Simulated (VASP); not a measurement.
# NaSi12O24 (a cell with a defect) in VASP: single point with PBE

Aim: the single point of NaSi12O24 (a cell with a defect) with PBE.

Program: VASP 6.6.1. These are calculated values, not measurements. Logs are shortened: lines on timing, memory, paths and dates and some standing lists are left out, and cuts for length are marked.

## (1) The cell of the first run

The cell holds a defect, 37 atoms: a = 7.326 Å, b = 7.326 Å, c = 9.833 Å, α = 70.39°, β = 70.39°, γ = 71.07°.

## (2) Single point, PBE

INCAR

```
SYSTEM = NaSi12O24
  PREC = Accurate
  ENCUT = 520
  EDIFF = 1E-6
  ISMEAR = -1
  SIGMA = 0.02
  LREAL = Auto
  LASPH = .TRUE.
  NELM = 80
  ALGO = Normal
  ISIF = 2
  LWAVE = .FALSE.
  LCHARG = .TRUE.
  GGA = PE
  LELF = .TRUE.
  LVHAR = .TRUE.
  NELECT = 198.0
  NBANDS = 124
```

KPOINTS

```
Automatic mesh
0
G
  1 1 1
  0 0 0
```

POSCAR

```
NaSi12O24
1.0
   -2.4582790000      4.2578640000      5.4316250000
    4.9165580000      0.0000000000      5.4316250000
    4.9165580000      8.5157280000      0.0000000000
Si O Na
12 24 1
Direct
    0.3786369846      0.9409276113      0.0278700547
   -0.0115850565      0.0023606025      0.2685551500
    0.0730595651      0.5712627215      0.9639552456
    0.3915673632      0.9573546439      0.5355254534
   -0.0120067695     -0.0003121957      0.7711936295
    0.1224794240      0.5665645605      0.4552359286
    0.9312281502      0.4212321527      0.3047322558
    0.5186128253      0.5141369303      0.5397462133
    0.5820191196      0.0732680064      0.2001517673
    0.8839912893      0.4301346070      0.7862277229
    0.4795459812      0.5009290886     -0.0032829700
    0.5928940098      0.0816524604      0.7030659712
    0.5492587581      0.9626793103      0.0925470129
    0.5667488112      0.3144588836      0.1268693068
    0.1577960204      0.0434362580      0.1121504007
    0.2969885480      0.4468330501      0.9763751751
    0.9254281125      0.1908863321      0.3408137463
    0.9199664528      0.5315439073      0.1311386882
    0.5569999111      1.0311373227      0.5671327837
    0.5772440673      0.3195550926      0.6687912593
    0.1655806124      0.0480827228      0.6215906095
    0.3527401955      0.4915075879      0.4707764838
    0.9002742732      0.1920916993      0.8405559724
    0.9544154489      0.5104534746      0.6069433761
    0.1183845210      0.4547827580      0.3373892165
    0.0785386660      0.8058200034      0.3862599540
    0.7176341743      0.5340712132      0.3995292159
    0.8002172484      0.9727213037      0.2329732431
    0.4325923754      0.7150074033      0.5957828040
    0.4114919623      0.0332225509      0.3564145876
    0.0252649532      0.4824024696      0.8552820103
    0.0655026339      0.8075212685      0.8984588225
    0.6523891779      0.5435556366      0.8451675215
    0.8109703683      0.9565310394      0.7293107719
    0.4009617870      0.6992669666      0.0628690953
    0.4140938822      0.0326878527      0.8509821031
    0.5706455524      0.5691291034      0.2276509173
```

Potentials or basis: VASP PAW PBE potentials, release 64 (Si, O, Na_pv).

Run with:

```
$ cat potpaw_PBE.64/Si/POTCAR potpaw_PBE.64/O/POTCAR potpaw_PBE.64/Na_pv/POTCAR > POTCAR
$ mpirun -np 1 vasp_gam > vasp.out
```

OUTCAR:

```text
SYSTEM = NaSi12O24
   PREC = Accurate
   ENCUT = 520
   EDIFF = 1E-6
   ISMEAR = -1
   LREAL = Auto
   LASPH = .TRUE.
   NELM = 80
   ISIF = 2
   GGA = PE
   NELECT = 198.0

 ion  position               nearest neighbor table
   1  0.379  0.941  0.028-  36 1.60  15 1.61  35 1.65  13 1.65  12 3.03   2 3.05   9 3.12
   2  0.988  0.002  0.269-  26 1.62  28 1.62  15 1.63  17 1.63   1 3.05   7 3.09   9 3.11   6 3.13

   3  0.073  0.571  0.964-  31 1.60  16 1.62  32 1.62  18 1.64  11 2.96   5 3.06   7 3.07  10 3.13

   4  0.392  0.957  0.536-  21 1.62  19 1.63  30 1.63  29 1.63  12 3.04   9 3.06   8 3.06   5 3.08
[... 24 lines left out ...]
  22  0.353  0.492  0.471-   6 1.64   8 1.65
  23  0.900  0.192  0.841-  10 1.62   5 1.62
  24  0.954  0.510  0.607-   6 1.61  10 1.62
  25  0.118  0.455  0.337-   7 1.62   6 1.64
  26  0.079  0.806  0.386-   6 1.62   2 1.62
  27  0.718  0.534  0.400-   7 1.64   8 1.64  37 2.20
  28  0.800  0.973  0.233-   9 1.62   2 1.62
  29  0.433  0.715  0.596-   8 1.60   4 1.63
  30  0.411  0.033  0.356-   9 1.63   4 1.63
  31  0.025  0.482  0.855-   3 1.60  10 1.61
  32  0.066  0.808  0.898-   3 1.62   5 1.63
  33  0.652  0.544  0.845-  11 1.61  10 1.63
  34  0.811  0.957  0.729-  12 1.62   5 1.63
  35  0.401  0.699  0.063-  11 1.65   1 1.65  37 2.15
  36  0.414  0.033  0.851-   1 1.60  12 1.62
  37  0.571  0.569  0.228-  35 2.15  27 2.20  18 2.37   7 2.77  11 2.80   8 2.87

  LATTYP: Found a base centered monoclinic cell.
 ALAT       =    11.9240405084
 B/A-ratio  =     0.7141646479
 C/A-ratio  =     0.8246462911
 COS(beta)  =    -0.4123231455

  Lattice vectors:

 A1 = (   2.4582790000,  -4.2578640000,  -5.4316250000)
 A2 = (  -4.9165580000,   0.0000000000,  -5.4316250000)
 A3 = (   4.9165580000,   8.5157280000,   0.0000000000)

Analysis of symmetry for initial positions (statically):
=====================================================================
 Subroutine PRICEL returns:
 Original cell was already a primitive cell.

 Routine SETGRP: Setting up the symmetry group for a
 base centered monoclinic supercell.

 Subroutine GETGRP returns: Found  1 space group operations
 (whereof  1 operations were pure point group operations)
 out of a pool of  4 trial point group operations.

The static configuration has the point symmetry C_1 .

Analysis of symmetry for dynamics (positions and initial velocities):
=====================================================================
 Subroutine PRICEL returns:
 Original cell was already a primitive cell.

[... 158 lines left out ...]
   NFREE  =      0    steps in history (QN), initial steepest desc. (CG)
   ISIF   =      2    stress and relaxation
   ISYM   =      2    0-nonsym 1-usesym 2-fastsym
   POTIM  = 0.5000    time-step for ionic-motion
   TEBEG  =    0.0;   TEEND  =   0.0 temperature during run
   PSTRESS=    0.0 pullay stress
   NELECT =     198.0000    total number of electrons
   NUPDOWN=      -1.0000    fix difference up-down
   EMIN   =  10.00;   EMAX   =-10.00  energy-range for DOS
   EFERMI =   0.00;   METHOD = LEGACY
   ISMEAR =    -1;   SIGMA  =   0.02  broadening in eV -4-tet -1-fermi 0-gaus
   EFERMI_NEDOS =   21; number of points for ismear=-14 and -15
   IALGO  =     38    algorithm
   IMIX   =      4    mixing-type and parameters
     AMIX     =   0.40;   BMIX     =  1.00
     AMIX_MAG =   1.60;   BMIX_MAG =  1.00
  volume/ion in A,a.u.               =      12.29        82.95
  Fermi-wavevector in a.u.,A,eV,Ry     =   1.240744  2.344667 20.945443  1.539447
  Thomas-Fermi vector in A             =   2.375172
   LORBIT       =      0    0 simple, 1 ext, 2 COOP (PROOUT), +10 PAW based schemes
   GGA     = PE    functional components
   LHFCALC =     F    Hartree Fock is set to
   AEXX    =    0.0000 exact exchange contribution
   IVDW    =     0    specifies the selected vdW correction
   LEPSILON=     F    determine dielectric tensor
   LRPA    =     F    only Hartree local field effects (RPA)
 non-spin polarized calculation
  energy-cutoff  :      520.00
  volume of cell :      454.82
 maximum number of plane-waves:      6121
 NGX is ok and might be reduce to    54
   NGX = 27   NGY = 27   NGZ = 37

 number of electron     198.0000009 magnetization

 Free energy of the ion-electron system (eV)
  ---------------------------------------------------
  ext. energy  EPLUGINS =         0.00000000
  ---------------------------------------------------
  free energy    TOTEN  =      -290.65406874 eV

  energy without entropy =     -290.65406874  energy(sigma->0) =     -290.65406874

 E-fermi :   1.8058     XC(G=0):  -9.3315

 val. band max:        1.2599665728   @ k =   0.0000   0.0000   0.0000
 cond. band min:       7.0224650876   @ k =   0.0000   0.0000   0.0000
 fundamental gap:      5.7624985148
 Fermi energy:         1.8057716653

 k-point     1 :       0.0000    0.0000    0.0000
  band No.  band energies     occupation
      1     -19.3674      2.00000
      2     -19.2334      2.00000
      3     -19.1827      2.00000
      4     -18.0351      2.00000
      5     -17.5344      2.00000
      6     -17.4122      2.00000
[... 103 lines left out ...]
    110      10.7737      0.00000
    111      10.8181      0.00000
 [bands above 111 left out]

------------------------ aborting loop because EDIFF is reached ----------------------------------------

  FORCE on cell =-STRESS in cart. coord.  units (eV):
  Direction    XX          YY          ZZ          XY          YZ          ZX
  --------------------------------------------------------------------------------------
  -------------------------------------------------------------------------------------
  Total       -0.5316861      5.8729018     -1.3041176      0.8131810      1.1286566     -1.0247190
  in kB       -1.8729371     20.6880998     -4.5939325      2.8645413      3.9758473     -3.6097129
  external PRESSURE =       4.7404100 kB  Pullay stress =       0.0000000 kB

 VOLUME and BASIS-vectors are now :
 -----------------------------------------------------------------------------
  energy-cutoff  :      520.00
  volume of cell :      454.82
      direct lattice vectors                 reciprocal lattice vectors
    -2.458279000  4.257864000  5.431625000    -0.101697163  0.058714886  0.092053483
     4.916558000  0.000000000  5.431625000     0.101697163 -0.058714886  0.092053483
     4.916558000  8.515728000  0.000000000     0.050848581  0.088072329 -0.046026742

 POSITION                                       TOTAL-FORCE (eV/Angst)
 -----------------------------------------------------------------------------------
      3.83235      1.84952      7.16738         0.008240     -0.004704     -0.017311
     -1.09783      6.49548      5.38152         0.005652      0.006826     -0.016402
      7.36839      8.51986      3.49972        -0.032528     -0.009928     -0.025261
      6.37725      6.22763      7.32684         0.005010     -0.024434     -0.002861
      6.27788     10.77402     10.79634         0.024261      0.022702      0.008624
      4.72265      4.39817      3.74263        -0.001052      0.007178      0.005840
[... 29 lines left out ...]
      3.32666      9.00989      2.42675        -0.021217     -0.009280      0.010689
      2.51461      4.36834      6.19083        -0.007837      0.010800     -0.012992
 -----------------------------------------------------------------------------------
    total drift:                               -0.019972      0.004323     -0.003816

  FREE ENERGIE OF THE ION-ELECTRON SYSTEM (eV)
  ---------------------------------------------------
  free  energy   TOTEN  =      -290.6540687414 eV

  energy  without entropy=     -290.6540687414  energy(sigma->0) =     -290.65406874
```

stdout:

```text
POSCAR found type information on POSCAR SiO Na
 POSCAR found :  3 types and      37 ions
 scaLAPACK will be used
 LDA part: xc-table for (Slater+PW92), standard interpolation
 POSCAR, INCAR and KPOINTS ok, starting setup
 FFT: planning ... GRIDC
 FFT: planning ... GRID_SOFT
 FFT: planning ... GRID
 WAVECAR not read
 entering main loop
 the old and the new charge density differ
 old charge density:   199.00000 new  198.00000
    0.495E+01
```

Wall time 96 s (1 thread of Intel Xeon Platinum 8559C (Emerald Rapids), shared host); peak memory 0.48 GiB.

What came out:

| Quantity | Value |
| --- | --- |
| Free energy | -290.6541 eV |
| Largest force | 0.042 eV/Å |

Forces on the atoms (eV/Å):
```
Si   0.008 -0.005 -0.017
Si   0.006  0.007 -0.016
Si  -0.033 -0.010 -0.025
Si   0.005 -0.024 -0.003
Si   0.024  0.023  0.009
Si  -0.001  0.007  0.006
Si   0.006 -0.009 -0.013
Si  -0.015 -0.017  0.003
Si  -0.013  0.001  0.010
Si   0.010 -0.017  0.011
Si   0.019  0.012 -0.003
Si  -0.008  0.014 -0.008
O    0.003 -0.023 -0.006
O    0.001  0.001  0.005
O   -0.005  0.016 -0.002
O    0.014 -0.006  0.007
O    0.005 -0.016  0.009
O   -0.008 -0.012  0.009
O    0.007 -0.001  0.006
O   -0.013 -0.010  0.002
O   -0.006  0.013 -0.006
O    0.003  0.013 -0.002
O   -0.012 -0.008  0.000
O   -0.014  0.003  0.005
O    0.005  0.006  0.009
O   -0.011 -0.001 -0.006
O    0.021  0.025 -0.023
O    0.003  0.009  0.009
O    0.023 -0.010  0.022
O   -0.001  0.018  0.003
O    0.031 -0.006 -0.006
O   -0.006 -0.009 -0.002
O   -0.012  0.020  0.008
O    0.003  0.000  0.004
O   -0.010 -0.004  0.004
O   -0.021 -0.009  0.011
Na  -0.008  0.011 -0.013
```

Levels at points of the mesh, in eV from the Fermi level:
| k point | band 96 | band 97 | band 98 | band 99 | band 100 | band 101 | band 102 | band 103 |
| --- | --- | --- | --- | --- | --- | --- | --- | --- |
| (0.00, 0.00, 0.00) | -0.72 | -0.66 | -0.58 | -0.55 | 5.22 | 7.49 | 7.61 | 8.06 |

Caveat: the k points lie up to 0.94 Å⁻¹ apart; the cell carries a net charge on a neutralising background, which shifts energy and pressure; the cell is charged against a uniform background, so pressure and absolute levels hang on convention.
